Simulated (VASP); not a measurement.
# MgS in VASP: further runs

Aim: see how the results for MgS move with the level of theory and the settings. Levels: PBE, r2SCAN. Tasks: single point.

All numbers are computed with VASP 6.6.1; they aren't measurements. Logs are shortened: lines on timing, memory, paths and dates and some standing lists are left out, and cuts for length are marked.

## 1. The cell of the first run

The structure is tetragonal, space group I4/mmm (No. 139). The conventional cell has a = 3.679 Å, b = 3.679 Å, c = 5.417 Å, α = 90.00°, β = 90.00°, γ = 90.00°. Within 3.4 Å of Mg (site symmetry 4/mmm) lie 6 S at 2.60 to 2.71 Å. S (site symmetry 4/mmm) has 6 Mg at 2.60 to 2.71 Å within 3.4 Å.

## 2. Single point, PBE (uniaxial z strain +4.1%)

Contents of INCAR:

```
SYSTEM = MgS
ALGO = Normal
EDIFF = 1E-7
ENCUT = 520
GGA = PE
ISIF = 2
ISMEAR = -1
LASPH = .True.
LCHARG = .False.
LREAL = .False.
LWAVE = .False.
NBANDS = 11
NELM = 60
PREC = Accurate
SIGMA = 0.02
```

Contents of KPOINTS:

```
k-points
0
Gamma
  8 8 8
  0 0 0
```

Contents of POSCAR:

```
MgS
1.0
    0.0000000000      2.6015179373      2.7087004763
    2.6015179373      0.0000000000      2.7087004763
    2.6015179373      2.6015179373      0.0000000000
Mg S
1 1
Direct
    0.0000000000      0.0000000000      0.0000000000
    0.5000000000      0.5000000000      0.5000000000
```

Potentials or basis: VASP PAW PBE potentials, release 64 (Mg, S).

Run with:

```bash
> cat potpaw_PBE.64/Mg/POTCAR potpaw_PBE.64/S/POTCAR > POTCAR
> mpirun -np 1 vasp_std > vasp.out
```

OUTCAR:

```text
SYSTEM = MgS
   EDIFF = 1E-7
   ENCUT = 520
   GGA = PE
   ISIF = 2
   ISMEAR = -1
   LASPH = .True.
   LREAL = .False.
   NELM = 60
   PREC = Accurate

 ion  position               nearest neighbor table
   1  0.000  0.000  0.000-   2 2.60   2 2.60   2 2.60   2 2.60   2 2.71   2 2.71
   2  0.500  0.500  0.500-   1 2.60   1 2.60   1 2.60   1 2.60   1 2.71   1 2.71

  LATTYP: Found a body centered tetragonal cell.
 ALAT       =     3.6791019497
 C/A-ratio  =     1.4724791611

  Lattice vectors:

 A1 = (  -2.6015179373,   0.0000000000,   2.7087004763)
 A2 = (   2.6015179373,   0.0000000000,   2.7087004763)
 A3 = (   0.0000000000,   2.6015179373,  -2.7087004763)

Analysis of symmetry for initial positions (statically):
=====================================================================
 Subroutine PRICEL returns:
 Original cell was already a primitive cell.

 Routine SETGRP: Setting up the symmetry group for a
 body centered tetragonal supercell.

 Subroutine GETGRP returns: Found 16 space group operations
 (whereof 16 operations were pure point group operations)
 out of a pool of 16 trial point group operations.

The static configuration has the point symmetry D_4h.

Analysis of symmetry for dynamics (positions and initial velocities):
=====================================================================
 Subroutine PRICEL returns:
 Original cell was already a primitive cell.

 Routine SETGRP: Setting up the symmetry group for a
 body centered tetragonal supercell.

 Subroutine GETGRP returns: Found 16 space group operations
 (whereof 16 operations were pure point group operations)
 out of a pool of 16 trial point group operations.

The dynamic configuration has the point symmetry D_4h.

 Subroutine INISYM returns: Found 16 space group operations
 (whereof 16 operations are pure point group operations),
 and found     1 'primitive' translations

----------------------------------------------------------------------------------------

                                     Primitive cell

  volume of cell :      36.6644

  direct lattice vectors                    reciprocal lattice vectors
     0.000000000  2.601517937  2.708700476    -0.192195484  0.192195484  0.184590361
     2.601517937  0.000000000  2.708700476     0.192195484 -0.192195484  0.184590361
     2.601517937  2.601517937  0.000000000     0.192195484  0.192195484 -0.184590361

  length of vectors
     3.755656247  3.755656247  3.679101950     0.328560207  0.328560207  0.328560207

  position of ions in fractional coordinates (direct lattice)
     0.000000000  0.000000000  0.000000000
     0.500000000  0.500000000  0.500000000

  ion indices of the primitive-cell ions
   primitive index   ion index
                 1           1
                 2           2

----------------------------------------------------------------------------------------

 KPOINTS: k-points

Automatic generation of k-mesh.
 Grid dimensions read from file:
 generate k-points for:    8    8    8

 Generating k-lattice:

  Cartesian coordinates                     Fractional coordinates (reciprocal lattice)
    -0.024024436  0.024024436  0.023073795     0.125000000  0.000000000  0.000000000
     0.024024436 -0.024024436  0.023073795     0.000000000  0.125000000  0.000000000
     0.024024436  0.024024436 -0.023073795    -0.000000000 -0.000000000  0.125000000

  Length of vectors
     0.041070026  0.041070026  0.041070026

  Shift w.r.t. Gamma in fractional coordinates (k-lattice)
     0.000000000  0.000000000  0.000000000

 Subroutine IBZKPT returns following result:
 ===========================================

 Found     59 irreducible k-points:

 Following reciprocal coordinates:
            Coordinates               Weight
  0.000000  0.000000  0.000000      1.000000
  0.125000  0.000000  0.000000      8.000000
  0.250000  0.000000  0.000000      8.000000
  0.375000  0.000000  0.000000      8.000000
  0.500000  0.000000  0.000000      4.000000
  0.125000  0.125000  0.000000      2.000000
[... 16 lines left out ...]
  0.250000  0.000000  0.125000     16.000000
  0.375000  0.000000  0.125000     16.000000
 [... further k-points ...]
   k-points           NKPTS =     59   k-points in BZ     NKDIM =     59   number of bands    NBANDS=     11
   number of dos      NEDOS =    301   number of ions     NIONS =      2
   total plane-waves  NPLWV =  21952
   dimension x,y,z NGX =    28 NGY =   28 NGZ =   28
   dimension x,y,z NGXF=    56 NGYF=   56 NGZF=   56
   ions per type =               1   1
   NGX,Y,Z   is equivalent  to a cutoff of  12.39, 12.39, 12.65 a.u.
   NGXF,Y,Z  is equivalent  to a cutoff of  24.79, 24.79, 25.30 a.u.
 SYSTEM =  MgS
   PREC   = accura    normal or accurate (medium, high low for compatibility)
   ISTART =      0    job   : 0-new  1-cont  2-samecut
   ICHARG =      2    charge: 1-file 2-atom 10-const
   ISPIN  =      1    spin polarized calculation?
[... 33 lines left out ...]
   IVDW    =     0    specifies the selected vdW correction
   LEPSILON=     F    determine dielectric tensor
   LRPA    =     F    only Hartree local field effects (RPA)
 non-spin polarized calculation
  energy-cutoff  :      520.00
  volume of cell :       36.66
 maximum number of plane-waves:      1010
   NGX = 13   NGY = 13   NGZ = 13

 number of electron       8.0000001 magnetization

 Free energy of the ion-electron system (eV)
  ---------------------------------------------------
  ext. energy  EPLUGINS =         0.00000000
  ---------------------------------------------------
  free energy    TOTEN  =        -8.48652623 eV

  energy without entropy =       -8.48652623  energy(sigma->0) =       -8.48652623

 E-fermi :   3.8497     XC(G=0):  -9.5211

 val. band max:        3.4767207434   @ k =   0.0000   0.0000   0.0000
 cond. band min:       6.0075165444   @ k =   0.5000   0.0000   0.5000
 fundamental gap:      2.5307958010
 Fermi energy:         3.8497479254

 k-point     1 :       0.0000    0.0000    0.0000
  band No.  band energies     occupation
      1      -9.0754      2.00000
      2       3.3158      2.00000
      3       3.3158      2.00000
      4       3.4767      2.00000
      5       6.7746      0.00000
      6      11.0867      0.00000
      7      11.4951      0.00000
      8      11.4951      0.00000
      9      13.3932      0.00000
     10      13.9424      0.00000
     11      15.5195      0.00000

 k-point     2 :       0.1250    0.0000    0.0000
  band No.  band energies     occupation
      1      -8.9339      2.00000
      2       2.3403      2.00000
      3       3.2422      2.00000
      4       3.3180      2.00000
      5       7.5906      0.00000
      6      10.9847      0.00000
      7      11.4243      0.00000
      8      11.7437      0.00000
      9      12.8161      0.00000
     10      13.2135      0.00000
     11      15.7298      0.00000

 k-point     3 :       0.2500    0.0000    0.0000
  band No.  band energies     occupation
      1      -8.5534      2.00000
      2       0.6587      2.00000
      3       3.0687      2.00000
      4       3.0799      2.00000
      5       8.1709      0.00000
      6      10.9028      0.00000
      7      11.3831      0.00000
      8      11.4716      0.00000
      9      13.5684      0.00000
     10      13.6253      0.00000
     11      15.0296      0.00000

 k-point     4 :       0.3750    0.0000    0.0000
  band No.  band energies     occupation
      1      -8.0943      2.00000
      2      -0.7082      2.00000
      3       2.8517      2.00000
      4       2.9354      2.00000
      5       7.9699      0.00000
      6      10.2889      0.00000
      7      10.6944      0.00000
      8      12.7194      0.00000
      9      14.7718      0.00000
     10      15.4479      0.00000
     11      15.5930      0.00000
[... 239 lines left out ...]
 k-point    22 :       0.1250    0.0000    0.1250
  band No.  band energies     occupation
      1      -8.8811      2.00000
      2       2.3276      2.00000
      3       2.9708      2.00000
      4       3.1799      2.00000
      5       7.9201      0.00000
      6      10.4950      0.00000
      7      11.8058      0.00000
      8      11.9853      0.00000
      9      11.9875      0.00000
     10      13.7893      0.00000
     11      16.1949      0.00000

 k-point    23 :       0.2500    0.0000    0.1250
  band No.  band energies     occupation
      1      -8.5761      2.00000
      2       1.0809      2.00000
      3       2.7487      2.00000
      4       2.9061      2.00000
      5       8.6346      0.00000
      6      10.1895      0.00000
      7      10.8531      0.00000
      8      11.9734      0.00000
      9      13.0011      0.00000
     10      14.3076      0.00000
     11      16.3827      0.00000

 k-point    24 :       0.3750    0.0000    0.1250
  band No.  band energies     occupation
      1      -8.1363      2.00000
      2      -0.2662      2.00000
      3       2.5416      2.00000
      4       2.6154      2.00000
      5       8.5157      0.00000
      6      10.0168      0.00000
      7      11.2331      0.00000
      8      11.5218      0.00000
      9      14.4449      0.00000
     10      16.1060      0.00000
     11      16.2261      0.00000

 [... further k-points ...]
[... 5 lines left out ...]
  --------------------------------------------------------------------------------------
  -------------------------------------------------------------------------------------
  Total       -0.1738359     -0.1738359     -0.8962682      0.0000000      0.0000000      0.0000000
  in kB       -7.5963597     -7.5963597    -39.1655238      0.0000000      0.0000000      0.0000000
  external PRESSURE =     -18.1194144 kB  Pullay stress =       0.0000000 kB

 VOLUME and BASIS-vectors are now :
 -----------------------------------------------------------------------------
  energy-cutoff  :      520.00
  volume of cell :       36.66
      direct lattice vectors                 reciprocal lattice vectors
     0.000000000  2.601517937  2.708700476    -0.192195484  0.192195484  0.184590361
     2.601517937  0.000000000  2.708700476     0.192195484 -0.192195484  0.184590361
     2.601517937  2.601517937  0.000000000     0.192195484  0.192195484 -0.184590361

 POSITION                                       TOTAL-FORCE (eV/Angst)
 -----------------------------------------------------------------------------------
      0.00000      0.00000      0.00000        -0.000000      0.000000     -0.000000
      2.60152      2.60152      2.70870         0.000000     -0.000000      0.000000
 -----------------------------------------------------------------------------------
    total drift:                                0.000000      0.000000      0.000000

  FREE ENERGIE OF THE ION-ELECTRON SYSTEM (eV)
  ---------------------------------------------------
  free  energy   TOTEN  =        -8.4865262345 eV

  energy  without entropy=       -8.4865262345  energy(sigma->0) =       -8.48652623
```

Wall time 19 s (1 thread of Intel Xeon Platinum 8375C at 2.90GHz (Ice Lake), shared host); peak memory 0.16 GiB.

Results:

```yaml
Free_energy: -8.4865 eV
Pressure: -1.8 GPa
Band_gap_on_the_k_mesh: 2.53 eV, indirect (least direct gap 3.30 eV)
```

Levels at points of the mesh, in eV from the valence-band top:
| k point | band 2 | band 3 | band 4 | band 5 | band 6 | band 7 |
| --- | --- | --- | --- | --- | --- | --- |
| (0.00, 0.00, 0.00) | -0.16 | -0.16 | 0.00 | 3.30 | 7.61 | 8.02 |
| (0.50, 0.00, 0.00) | -4.73 | -0.71 | -0.60 | 4.36 | 6.59 | 6.96 |
| (0.50, 0.50, 0.00) | -4.11 | -1.59 | -1.59 | 2.73 | 4.50 | 11.22 |
| (0.50, 0.00, 0.50) | -4.08 | -1.92 | -1.58 | 2.53 | 4.37 | 11.64 |

Caveat: the cell differs from its parent crystal (uniaxial z strain +4.1%). A k mesh can miss the band edges.

## 3. Single point, PBE (shear xy strain -5.3%)

Contents of INCAR:

```
ALGO = Normal
EDIFF = 1E-6
ENCUT = 520
GGA = PE
ISIF = 2
ISMEAR = -1
LASPH = T
LCHARG = T
LELF = T
LREAL = F
LVHAR = T
LWAVE = F
NBANDS = 11
NELM = 60
PREC = Accurate
SIGMA = 0.02
```

Contents of KPOINTS:

```
k-points
0
Gamma
  8 8 8
```

Contents of POSCAR:

```
MgS
1.0
   -0.0690703012      2.6015179373      2.6015179373
    2.6015179373     -0.0690703012      2.6015179373
    2.5324476360      2.5324476360      0.0000000000
Mg S
1 1
Direct
    0.0000000000      0.0000000000      0.0000000000
    0.5000000000      0.5000000000      0.5000000000
```

Potentials or basis: VASP PAW PBE potentials, release 64 (Mg, S).

Run with:

```bash
> cat potpaw_PBE.64/Mg/POTCAR potpaw_PBE.64/S/POTCAR > POTCAR
> mpirun -np 1 vasp_std > vasp.out
```

Wall time 28 s (1 thread of Intel Xeon Platinum 8375C at 2.90GHz (Ice Lake), shared host); peak memory 0.18 GiB.

The run converged. Its results:

* Free energy: -8.4846 eV
* Pressure: 0.9 GPa
* Band gap on the k mesh: 2.42 eV, indirect (least direct gap 3.41 eV)

Stress tensor (GPa, compression positive):
```
1.01 2.93 0.00
2.93 1.01 0.00
0.00 0.00 0.77
```

Levels at points of the mesh, in eV from the valence-band top:
```tsv
k point	band 1	band 2	band 3	band 4	band 5	band 6	band 7	band 8
(0.00, 0.00, 0.00)	-12.92	-0.48	-0.26	0.00	3.41	7.27	7.75	8.16
(0.50, 0.00, 0.00)	-11.68	-5.17	-0.83	-0.60	4.46	6.72	7.05	9.88
(0.50, 0.50, 0.00)	-11.25	-4.45	-2.26	-1.59	2.42	4.26	11.75	12.61
(0.00, 0.00, 0.50)	-11.54	-5.00	-1.05	-0.86	4.10	6.30	6.64	9.79
(0.50, 0.00, 0.50)	-11.23	-4.45	-1.93	-1.93	2.53	4.14	11.53	12.48
```

Caveat: the cell differs from its parent crystal (shear xy strain -5.3%). A k mesh can miss the band edges.

## 4. Single point, r2SCAN (uniaxial z strain +4.1%)

Contents of POSCAR:

```
MgS
1.0
    0.0000000000      2.6015179373      2.7087004763
    2.6015179373      0.0000000000      2.7087004763
    2.6015179373      2.6015179373      0.0000000000
Mg S
1 1
Direct
    0.0000000000      0.0000000000      0.0000000000
    0.5000000000      0.5000000000      0.5000000000
```

Contents of INCAR.step1:

```
  ALGO = Normal
  EDIFF = 1E-4
  ENCUT = 520
  GGA = PE
  ISMEAR = 0
  LASPH = True
  LCHARG = False
  LREAL = False
  LWAVE = True
  NBANDS = 11
  NELM = 80
  PREC = Accurate
  SIGMA = 0.01
```

Contents of INCAR.step2:

```
  ALGO = Normal
  EDIFF = 1E-6
  ENCUT = 520
  ISIF = 2
  ISMEAR = 0
  ISTART = 1
  LASPH = True
  LCHARG = False
  LMIXTAU = True
  LREAL = False
  LWAVE = False
  METAGGA = R2SCAN
  NBANDS = 11
  NELM = 80
  PREC = Accurate
  SIGMA = 0.01
```

KPOINTS is that of step 3.

Run with:

```bash
> cat potpaw_PBE.64/Mg/POTCAR potpaw_PBE.64/S/POTCAR > POTCAR
> cp INCAR.step1 INCAR
> mpirun -np 1 vasp_std > vasp.out
> cp INCAR.step2 INCAR
> mpirun -np 1 vasp_std > vasp.out
```

Run time: 88 s. Hardware: 1 thread of Intel Xeon Platinum 8375C at 2.90GHz (Ice Lake), shared host; peak memory 0.17 GiB.

The run converged. Its results:

```yaml
Free_energy: -15.4830 eV
Pressure: -3.2 GPa
Band_gap_on_the_k_mesh: 3.18 eV, indirect (least direct gap 4.18 eV)
```

Stress tensor (GPa, compression positive):
```
-2.13  0.00  0.00
 0.00 -2.13  0.00
 0.00  0.00 -5.25
```

Levels at points of the mesh, in eV from the valence-band top:
```
           k point  band 1  band 2  band 3  band 4  band 5  band 6  band 7  band 8
(0.00, 0.00, 0.00)  -13.06   -0.16   -0.16    0.00    4.18    8.18    8.60    8.60
(0.50, 0.00, 0.00)  -11.83   -4.77   -0.74   -0.62    5.02    7.18    7.56   10.68
(0.50, 0.50, 0.00)  -11.58   -4.18   -1.63   -1.63    3.40    5.03   12.32   13.20
(0.50, 0.00, 0.50)  -11.43   -4.16   -1.97   -1.62    3.18    4.90   12.75   13.26
```

Caveat: the cell differs from its parent crystal (uniaxial z strain +4.1%); the PAW data sets were made with another functional, which shifts forces and pressure a little. A k mesh can miss the band edges.

## 5. Single point, r2SCAN (shear xy strain -5.3%)

Contents of POSCAR:

```
MgS
1.0
   -0.0690703012      2.6015179373      2.6015179373
    2.6015179373     -0.0690703012      2.6015179373
    2.5324476360      2.5324476360      0.0000000000
Mg S
1 1
Direct
    0.0000000000      0.0000000000      0.0000000000
    0.5000000000      0.5000000000      0.5000000000
```

Contents of INCAR.step1:

```
SYSTEM = MgS
PREC = Accurate
ENCUT = 520
ISMEAR = 0
SIGMA = 0.01
LREAL = .False.
LASPH = .True.
NELM = 100
NBANDS = 11
GGA = PE
ALGO = Normal
EDIFF = 1E-4
LWAVE = .True.
LCHARG = .False.
```

Contents of INCAR.step2:

```
SYSTEM = MgS
PREC = Accurate
ENCUT = 520
EDIFF = 1E-6
ISMEAR = 0
SIGMA = 0.01
LREAL = .False.
LASPH = .True.
NELM = 100
ALGO = Normal
ISIF = 2
LWAVE = .False.
LCHARG = .False.
METAGGA = R2SCAN
LMIXTAU = .True.
NBANDS = 11
ISTART = 1
```

Contents of KPOINTS:

```
Automatic mesh
0
Gamma
  8 8 8
  0 0 0
```

Run with:

```bash
> cat potpaw_PBE.64/Mg/POTCAR potpaw_PBE.64/S/POTCAR > POTCAR
> cp INCAR.step1 INCAR
> mpirun -np 1 vasp_std > vasp.out
> cp INCAR.step2 INCAR
> mpirun -np 1 vasp_std > vasp.out
```

Run time: 2.2 min. Hardware: 1 thread of Intel Xeon Platinum 8375C at 2.90GHz (Ice Lake), shared host; peak memory 0.19 GiB.

Results (log left out):

* Free energy: -15.4918 eV
* Pressure: -0.4 GPa
* Band gap on the k mesh: 3.05 eV, indirect (least direct gap 4.30 eV)

Stress tensor (GPa, compression positive):
```
-0.32  3.23  0.00
 3.23 -0.32  0.00
 0.00  0.00 -0.58
```

Levels at points of the mesh, in eV from the valence-band top:
| k point | band 1 | band 2 | band 3 | band 4 | band 5 | band 6 | band 7 | band 8 |
| --- | --- | --- | --- | --- | --- | --- | --- | --- |
| (0.00, 0.00, 0.00) | -13.45 | -0.50 | -0.27 | 0.00 | 4.30 | 7.83 | 8.33 | 8.74 |
| (0.50, 0.00, 0.00) | -12.18 | -5.23 | -0.87 | -0.63 | 5.13 | 7.31 | 7.65 | 10.99 |
| (0.50, 0.50, 0.00) | -11.73 | -4.54 | -2.33 | -1.63 | 3.05 | 4.80 | 12.88 | 13.26 |
| (0.00, 0.00, 0.50) | -12.04 | -5.06 | -1.10 | -0.91 | 4.74 | 6.88 | 7.22 | 10.90 |
| (0.50, 0.00, 0.50) | -11.72 | -4.54 | -1.99 | -1.99 | 3.18 | 4.66 | 12.63 | 13.13 |

Caveat: the cell differs from its parent crystal (shear xy strain -5.3%); the PAW data sets were made with another functional, which shifts forces and pressure a little. A k mesh can miss the band edges.

## 6. Summary

```csv
level,cell,smearing,gap on the mesh (eV),pressure (GPa)
PBE,"a = 3.756, b = 3.756, c = 3.679 Å, angles 60.7, 60.7, 58.7°, 2 atoms",fermi-dirac 0.02 eV,2.53,-1.8
PBE,"a = 3.680, b = 3.680, c = 3.581 Å, angles 60.9, 60.9, 61.8°, 2 atoms",fermi-dirac 0.02 eV,2.42,0.9
r2SCAN,"a = 3.756, b = 3.756, c = 3.679 Å, angles 60.7, 60.7, 58.7°, 2 atoms",gaussian 0.01 eV,3.18,-3.2
r2SCAN,"a = 3.680, b = 3.680, c = 3.581 Å, angles 60.9, 60.9, 61.8°, 2 atoms",gaussian 0.01 eV,3.05,-0.4
```

Alike in all rows: task single point; potentials or basis VASP PAW PBE potentials, release 64 (Mg, S); no spin polarisation; k mesh 8 × 8 × 8; cutoff (eV) 520.

Caveats: the PAW data sets were made with another functional, which shifts forces and pressure a little (some runs).

Total energies depend on the potentials used, so only differences within one code and one set of settings carry meaning.
